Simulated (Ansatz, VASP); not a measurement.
**HfO2 in VASP and in Ansatz**

File INCAR:

```
SYSTEM = HfO2
PREC     = Accurate       ! precision mode
ENCUT    = 520            ! plane-wave cutoff, eV
EDIFF    = 1E-6           ! SCF threshold, eV
ISMEAR   = 0              ! smearing method
SIGMA    = 0.02           ! smearing width, eV
LREAL    = .FALSE.        ! projectors in reciprocal space
LASPH    = .TRUE.         ! aspherical terms in the spheres
NELM     = 80             ! most SCF steps
ALGO     = Normal         ! electronic algorithm
ISIF     = 2              ! what is computed and relaxed
LWAVE    = .FALSE.        ! write WAVECAR
LCHARG   = .TRUE.         ! write CHGCAR
GGA      = PE             ! functional
LELF     = .TRUE.         ! ELF
LVHAR    = .TRUE.       
NBANDS   = 31             ! bands
```

The input KPOINTS:

```
regular mesh
0
G
  6 6 8
  0 0 0
```

Contents of POSCAR:

```
HfO2
1.0
    4.8803694195      0.0000000000      0.0000000000
    0.0000000000      4.8803694195      0.0000000000
    0.3885217585      0.0000000000      3.2376813208
Hf O
2 4
Direct
    0.0000000000      0.0000000000      0.0000000000
    0.5000000000      0.5000000000      0.5000000000
    0.1997781793      0.8089600934      0.4789413948
    0.3002218207      0.3089600934      0.0210586052
    0.6997781793      0.6910399066     -0.0210586052
    0.8002218207      0.1910399066      0.5210586052
```

Input for Ansatz:

```yaml
crystal:
  lattice:
    - [4.8803694195, 0.0, 0.0]
    - [0.0, 4.8803694195, 0.0]
    - [0.3885217585, 0.0, 3.2376813208]
  atoms:
    - { symbol: Hf, position: [0.0, 0.0, 0.0] }
    - { symbol: Hf, position: [0.5, 0.5, 0.5] }
    - { symbol: O, position: [0.1997781793, 0.8089600934, 0.4789413948] }
    - { symbol: O, position: [0.3002218207, 0.3089600934, 0.0210586052] }
    - { symbol: O, position: [0.6997781793, 0.6910399066, -0.0210586052] }
    - { symbol: O, position: [0.8002218207, 0.1910399066, 0.5210586052] }
basis:
  ecutwfc: 420
kpoints:
  mp_grid: { grid: [6, 6, 8] }
  band_path: { path: [VBM, CBM], npoints: 2 }
hamiltonian:
  xc: pbe
scf:
  occupations: { method: gaussian, width: 0.02 }
output:
  forces: true
  stress: true
  eigenvalues: true
checkpoint:
  read: start.run
  write: ck
  compress: false
  write_wavefunctions: false
  write_every: 100000
```

Alike in both runs: task single point; functional PBE; k mesh 6 × 6 × 8; occupations gaussian, width 0.02 eV; no spin polarisation.

|  | VASP | Ansatz |
| --- | --- | --- |
| version | VASP 6.6.1 | Ansatz 0.2.0 |
| potentials or method | VASP PAW PBE potentials, release 64 (Hf_pv, O), cutoff 520 eV | scalar-relativistic, plane waves, PAW |
| valence electrons in the cell | 44 | 76 |

```tsv
	VASP	Ansatz	Ansatz less VASP
gap on the k mesh at the Fermi level (eV)	3.57	3.62	+0.049
least direct gap on the mesh (eV)	3.57	3.62	+0.049
pressure (GPa)	-3.4	-0.7	+2.73
traceless stress, the component that is largest in VASP (GPa)	-12.46	-12.25	+0.206
rms of the force components (eV/Å)	0.026	0.003	-0.0231
```

Atom by atom the forces differ by 0.026 eV/Å (rms over components). VASP's potentials hold 44 valence electrons a cell and Ansatz's 76, so a difference there can come from the potentials and not from the codes.

Spin-orbit coupling is off throughout.
